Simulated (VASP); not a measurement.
A run of VASP 6.6.1:

The input INCAR:

```
SYSTEM = Al
PREC = Accurate
ENCUT = 500
EDIFF = 1E-6
ISMEAR = 1
SIGMA = 0.1
LREAL = .FALSE.
LASPH = .TRUE.
NELM = 120
ALGO = Normal
ISIF = 2
LWAVE = .FALSE.
LCHARG = .FALSE.
GGA = PS
NBANDS = 8
GGA_COMPAT = .FALSE.
```

KPOINTS

```
Automatic mesh
0
G
  11 11 11
  0 0 0
```

The input POSCAR:

```
Al
1.0
    0.0000000000      2.0075613837      2.0075613837
    2.0075613837      0.0000000000      2.0075613837
    2.0075613837      2.0075613837      0.0000000000
Al
1
Direct
    0.0000000000      0.0000000000      0.0000000000
```

Potentials or basis: VASP PAW PBE potentials, release 64 (Al).

The run is started by

```sh
$ cat potpaw_PBE.64/Al/POTCAR > POTCAR
$ mpirun -np 1 vasp_std > vasp.out
```

Hardware: 1 thread of Intel(R) Xeon(R) 6975P-C (Granite Rapids) (shared host).

Question: How long does it take, and how much memory?

Answer: Wall time 2.6 s on 1 thread of Intel(R) Xeon(R) 6975P-C (Granite Rapids), with other jobs on the host, peak memory 0.12 GiB. Counts: scf iterations 9, k points 56.
